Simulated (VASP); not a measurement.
# Sn (I4/mmm) in VASP: further runs, part 2 of 2

VASP 6.6.1. Earlier steps stand in the parts before.

## (5) Single point, PBEsol (strain +0.000 along x and y, +0.080 along z)

INCAR reads:

```
SYSTEM = Sn
  PREC = Accurate
  ENCUT = 520
  EDIFF = 1E-7
  ISMEAR = 0
  SIGMA = 0.15
  LREAL = .FALSE.
  LASPH = .TRUE.
  NELM = 100
  ALGO = Fast
  ISIF = 2
  LWAVE = .FALSE.
  LCHARG = .TRUE.
  GGA = PS
  LELF = .TRUE.
  LVHAR = .TRUE.
  NBANDS = 13
```

KPOINTS reads:

```
regular mesh
0
G
  18 18 18
  0 0 0
```

POSCAR reads:

```
Sn
1.0
   -1.8946518192      1.8946518192      2.0462239647
    1.8946518192     -1.8946518192      2.0462239647
    1.8946518192      1.8946518192     -2.0462239647
Sn
1
Direct
    0.0000000000      0.0000000000      0.0000000000
```

Potentials or basis: VASP PAW PBE potentials, release 64 (Sn_d).

On the command line:

```bash
$ cat potpaw_PBE.64/Sn_d/POTCAR > POTCAR
$ mpirun -np 1 vasp_std > vasp.out
```

OUTCAR:

```text
SYSTEM = Sn
   PREC = Accurate
   ENCUT = 520
   EDIFF = 1E-7
   ISMEAR = 0
   LREAL = .FALSE.
   LASPH = .TRUE.
   NELM = 100
   ISIF = 2
   GGA = PS

 ion  position               nearest neighbor table
   1  0.000  0.000  0.000-

  LATTYP: Found a body centered tetragonal cell.
 ALAT       =     3.7893036384
 C/A-ratio  =     1.0800000000

  Lattice vectors:

 A1 = (  -1.8946518192,   1.8946518192,   2.0462239647)
 A2 = (   1.8946518192,  -1.8946518192,   2.0462239647)
 A3 = (   1.8946518192,   1.8946518192,  -2.0462239647)

Analysis of symmetry for initial positions (statically):
=====================================================================
 Subroutine PRICEL returns:
 Original cell was already a primitive cell.

 Routine SETGRP: Setting up the symmetry group for a
 body centered tetragonal supercell.

 Subroutine GETGRP returns: Found 16 space group operations
 (whereof 16 operations were pure point group operations)
 out of a pool of 16 trial point group operations.

The static configuration has the point symmetry D_4h.

Analysis of symmetry for dynamics (positions and initial velocities):
=====================================================================
 Subroutine PRICEL returns:
 Original cell was already a primitive cell.

 Routine SETGRP: Setting up the symmetry group for a
 body centered tetragonal supercell.

 Subroutine GETGRP returns: Found 16 space group operations
 (whereof 16 operations were pure point group operations)
 out of a pool of 16 trial point group operations.

The dynamic configuration has the point symmetry D_4h.

 Subroutine INISYM returns: Found 16 space group operations
 (whereof 16 operations are pure point group operations),
 and found     1 'primitive' translations

----------------------------------------------------------------------------------------

                                     Primitive cell

  volume of cell :      29.3814

  direct lattice vectors                    reciprocal lattice vectors
    -1.894651819  1.894651819  2.046223965     0.000000000  0.263900731  0.244352529
     1.894651819 -1.894651819  2.046223965     0.263900731  0.000000000  0.244352529
     1.894651819  1.894651819 -2.046223965     0.263900731  0.263900731  0.000000000

  length of vectors
     3.371415659  3.371415659  3.371415659     0.359655049  0.359655049  0.373211993

  position of ions in fractional coordinates (direct lattice)
     0.000000000  0.000000000  0.000000000

  ion indices of the primitive-cell ions
   primitive index   ion index
                 1           1

----------------------------------------------------------------------------------------

 KPOINTS: regular mesh

Automatic generation of k-mesh.
 Grid dimensions read from file:
 generate k-points for:   18   18   18

 Generating k-lattice:

  Cartesian coordinates                     Fractional coordinates (reciprocal lattice)
     0.000000000  0.014661152  0.013575140     0.055555556  0.000000000  0.000000000
     0.014661152  0.000000000  0.013575140     0.000000000  0.055555556  0.000000000
     0.014661152  0.014661152  0.000000000     0.000000000  0.000000000  0.055555556

  Length of vectors
     0.019980836  0.019980836  0.020734000

  Shift w.r.t. Gamma in fractional coordinates (k-lattice)
     0.000000000  0.000000000  0.000000000

 Subroutine IBZKPT returns following result:
 ===========================================

 Found    480 irreducible k-points:

 Following reciprocal coordinates:
            Coordinates               Weight
  0.000000  0.000000  0.000000      1.000000
  0.055556 -0.000000  0.000000      8.000000
  0.111111 -0.000000  0.000000      8.000000
  0.166667  0.000000  0.000000      8.000000
  0.222222 -0.000000  0.000000      8.000000
  0.277778  0.000000  0.000000      8.000000
[... 16 lines left out ...]
 -0.277778  0.055556 -0.000000     16.000000
 -0.222222  0.055556 -0.000000     16.000000
 [... further k-points ...]
   k-points           NKPTS =    480   k-points in BZ     NKDIM =    480   number of bands    NBANDS=     13
   number of dos      NEDOS =    301   number of ions     NIONS =      1
   total plane-waves  NPLWV =  21952
   dimension x,y,z NGX =    28 NGY =   28 NGZ =   28
   dimension x,y,z NGXF=    56 NGYF=   56 NGZF=   56
   ions per type =               1
   NGX,Y,Z   is equivalent  to a cutoff of  13.81, 13.81, 13.81 a.u.
   NGXF,Y,Z  is equivalent  to a cutoff of  27.61, 27.61, 27.61 a.u.
 SYSTEM =  Sn
   PREC   = accura    normal or accurate (medium, high low for compatibility)
   ISTART =      0    job   : 0-new  1-cont  2-samecut
   ICHARG =      2    charge: 1-file 2-atom 10-const
   ISPIN  =      1    spin polarized calculation?
   LNONCOLLINEAR =      F non collinear calculations
   LSORBIT =      F    spin-orbit coupling
   LASPH  =      T    aspherical Exc in radial PAW
   ENCUT  =  520.0 eV  38.22 Ry    6.18 a.u.   6.27  6.27  6.27*2*pi/ulx,y,z
   NELM   =    100;   NELMIN=  2; NELMDL= -5     # of ELM steps
   EDIFF  = 0.1E-06   stopping-criterion for ELM
   LREAL  =      F    real-space projection
   EDIFFG = 0.1E-05   stopping-criterion for IOM
   NSW    =      0    number of steps for IOM
   IBRION =     -1    ionic relax: 0-MD 1-quasi-New 2-CG
   NFREE  =      0    steps in history (QN), initial steepest desc. (CG)
   ISIF   =      2    stress and relaxation
   ISYM   =      2    0-nonsym 1-usesym 2-fastsym
   POTIM  = 0.5000    time-step for ionic-motion
   TEBEG  =    0.0;   TEEND  =   0.0 temperature during run
   PSTRESS=    0.0 pullay stress
   NELECT =      14.0000    total number of electrons
   NUPDOWN=      -1.0000    fix difference up-down
   EMIN   =  10.00;   EMAX   =-10.00  energy-range for DOS
   EFERMI =   0.00;   METHOD = LEGACY
   ISMEAR =     0;   SIGMA  =   0.15  broadening in eV -4-tet -1-fermi 0-gaus
   EFERMI_NEDOS =   21; number of points for ismear=-14 and -15
   IALGO  =     68    algorithm
   IMIX   =      4    mixing-type and parameters
     AMIX     =   0.40;   BMIX     =  1.00
     AMIX_MAG =   1.60;   BMIX_MAG =  1.00
  volume/ion in A,a.u.               =      29.38       198.28
  Fermi-wavevector in a.u.,A,eV,Ry     =   1.278675  2.416345 22.245659  1.635010
  Thomas-Fermi vector in A             =   2.411204
   LORBIT       =      0    0 simple, 1 ext, 2 COOP (PROOUT), +10 PAW based schemes
   GGA     = PS    functional components
   LHFCALC =     F    Hartree Fock is set to
   AEXX    =    0.0000 exact exchange contribution
   IVDW    =     0    specifies the selected vdW correction
   LEPSILON=     F    determine dielectric tensor
   LRPA    =     F    only Hartree local field effects (RPA)
 non-spin polarized calculation
 RMM-DIIS sequential band-by-band and
 Gauss-broadening in eV      SIGMA  =   0.15
  energy-cutoff  :      520.00
  volume of cell :       29.38
 maximum number of plane-waves:       808
 NGX is ok and might be reduce to    28
   NGX = 13   NGY = 13   NGZ = 13

 number of electron      13.9999997 magnetization

 Free energy of the ion-electron system (eV)
  ---------------------------------------------------
  ext. energy  EPLUGINS =         0.00000000
  ---------------------------------------------------
  free energy    TOTEN  =        -4.18311063 eV

  energy without entropy =       -4.17707344  energy(sigma->0) =       -4.18009203

 E-fermi :   7.0417     XC(G=0): -10.1451

 val. band max:        7.0292752664   @ k =  -0.3333  -0.3333   0.2778
 cond. band min:       7.0589689073   @ k =  -0.3333   0.4444   0.1667
 fundamental gap:      0.0296936409
 Fermi energy:         7.0417076783

 k-point     1 :       0.0000    0.0000    0.0000
  band No.  band energies     occupation
      1     -14.3921      2.00000
      2     -14.3921      2.00000
      3     -14.3788      2.00000
      4     -14.2971      2.00000
      5     -14.2688      2.00000
      6      -3.5345      2.00000
      7      14.0842      0.00000
      8      14.3340      0.00000
      9      14.3340      0.00000
     10      18.4111      0.00000
     11      18.8096      0.00000
     12      18.8096      0.00000
     13      19.4343      0.00000
[... 353 lines left out ...]
 k-point    24 :      -0.2222    0.0556   -0.0000
  band No.  band energies     occupation
      1     -14.3949      2.00000
      2     -14.3763      2.00000
      3     -14.3287      2.00000
      4     -14.3013      2.00000
      5     -14.2766      2.00000
      6      -2.7176      2.00000
      7       9.7312      0.00000
      8      12.4162      0.00000
      9      13.2857      0.00000
     10      16.6137      0.00000
     11      16.8630      0.00000
     12      18.1115      0.00000
     13      20.6735      0.00000

 [... further k-points ...]

------------------------ aborting loop because EDIFF is reached ----------------------------------------

  FORCE on cell =-STRESS in cart. coord.  units (eV):
  Direction    XX          YY          ZZ          XY          YZ          ZX
  --------------------------------------------------------------------------------------
  -------------------------------------------------------------------------------------
  Total       -0.9483375     -0.9483375     -0.8324046      0.0000000     -0.0000000      0.0000000
  in kB      -51.7132117    -51.7132117    -45.3913479      0.0000000     -0.0000000      0.0000000
  external PRESSURE =     -49.6059237 kB  Pullay stress =       0.0000000 kB

 VOLUME and BASIS-vectors are now :
 -----------------------------------------------------------------------------
  energy-cutoff  :      520.00
  volume of cell :       29.38
      direct lattice vectors                 reciprocal lattice vectors
    -1.894651819  1.894651819  2.046223965     0.000000000  0.263900731  0.244352529
     1.894651819 -1.894651819  2.046223965     0.263900731  0.000000000  0.244352529
     1.894651819  1.894651819 -2.046223965     0.263900731  0.263900731  0.000000000

 POSITION                                       TOTAL-FORCE (eV/Angst)
 -----------------------------------------------------------------------------------
      0.00000      0.00000      0.00000         0.000000     -0.000000      0.000000
 -----------------------------------------------------------------------------------
    total drift:                               -0.000000     -0.000000     -0.000000

  FREE ENERGIE OF THE ION-ELECTRON SYSTEM (eV)
  ---------------------------------------------------
  free  energy   TOTEN  =        -4.1831106281 eV

  energy  without entropy=       -4.1770734355  energy(sigma->0) =       -4.18009203
```

stdout:

```text
POSCAR found type information on POSCAR Sn
 POSCAR found :  1 types and       1 ions
 scaLAPACK will be used
 -----------------------------------------------------------------------------
|                                                                             |
|                                                                             |
[... 28 lines left out ...]
WARNING in EDDRMM: call to ZHEGV failed, returncode =   6  3     11
WARNING in EDDRMM: call to ZHEGV failed, returncode =   6  3     10
WARNING in EDDRMM: call to ZHEGV failed, returncode =   6  3     10
WARNING in EDDRMM: call to ZHEGV failed, returncode =   6  3     11
 num prob RMM:  14    -0.418311067557E+01    0.11885E-06   -0.22644E-07  9287   0.505E-03    0.160E-03
WARNING in EDDRMM: call to ZHEGV failed, returncode =   6  3     13
```

Run time: 94 s. Hardware: 1 thread of Intel Xeon 6975P-C (Granite Rapids), shared host; peak memory 0.29 GiB.

What came out:

```
Free energy            : -4.1831 eV
Pressure               : -5.0 GPa
Band gap on the k mesh : zero (band 7 reaches 14.08 eV, above the bottom of band 8 at 4.87 eV)
```

Stress tensor (GPa, compression positive):
```
-5.17  0.00  0.00
 0.00 -5.17  0.00
 0.00  0.00 -4.54
```

Caveat: the cell differs from its parent crystal (strain +0.000 along x and y, +0.080 along z); the PAW data sets were made with another functional, which shifts forces and pressure a little; spin-orbit coupling is left out, which moves the levels of the heavy elements.

## (6) Summary

```tsv
cell	further INCAR settings	gap on the mesh (eV)	pressure (GPa)
a = 3.287 Å, angles 112.8, 112.8, 103.0°, 1 atom	ALGO = Fast; EDIFF = 1e-06; NBANDS = 13	none	-1.6
a = 3.287 Å, angles 106.3, 106.3, 115.9°, 1 atom	ALGO = Fast; EDIFF = 1e-07; NBANDS = 13	none	-1.6
a = 3.328 Å, angles 107.4, 107.4, 113.7°, 1 atom	ALGO = Fast; EDIFF = 1e-07; NBANDS = 13	none	-3.6
a = 3.371 Å, angles 111.6, 111.6, 105.3°, 1 atom	ALGO = Fast; EDIFF = 1e-07; NBANDS = 13	none	-5.0
```

Alike in all rows: task single point; level PBEsol; potentials or basis VASP PAW PBE potentials, release 64 (Sn_d); no spin polarisation; k mesh 18 × 18 × 18; cutoff (eV) 520; smearing gaussian 0.15 eV.

Caveats: the PAW data sets were made with another functional, which shifts forces and pressure a little; spin-orbit coupling is left out, which moves the levels of the heavy elements.

Absolute energies hang on the potentials; compare differences alone.
